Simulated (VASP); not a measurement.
A run of VASP 6.6.1 is set up as follows.

The input INCAR:

```
PREC = Accurate
ENCUT = 500
EDIFF = 1E-6
ISMEAR = 0
SIGMA = 0.05
LREAL = F
LASPH = T
NELM = 120
ALGO = Normal
ISIF = 2
LWAVE = F
LCHARG = T
GGA = PE
LELF = T
LVHAR = T
NBANDS = 8
GGA_COMPAT = F
```

KPOINTS

```
Automatic mesh
0
Gamma
  8 8 8
```

The input POSCAR:

```
Al
1.0
   -1.6146102578      1.6146102578      1.6146102578
    1.6146102578     -1.6146102578      1.6146102578
    1.6146102578      1.6146102578     -1.6146102578
Al
1
Direct
    0.0000000000      0.0000000000      0.0000000000
```

Potentials or basis: VASP PAW PBE potentials, release 64 (Al).

Run with:

```bash
$ cat potpaw_PBE.64/Al/POTCAR > POTCAR
$ mpirun -np 1 vasp_std > vasp.out
```

(1) Predict the band gap on the k mesh.

(2) Predict the pressure.

Results:

(1) zero (an odd number of electrons rules out a gap without spin polarisation).

(2) 1.0 GPa.
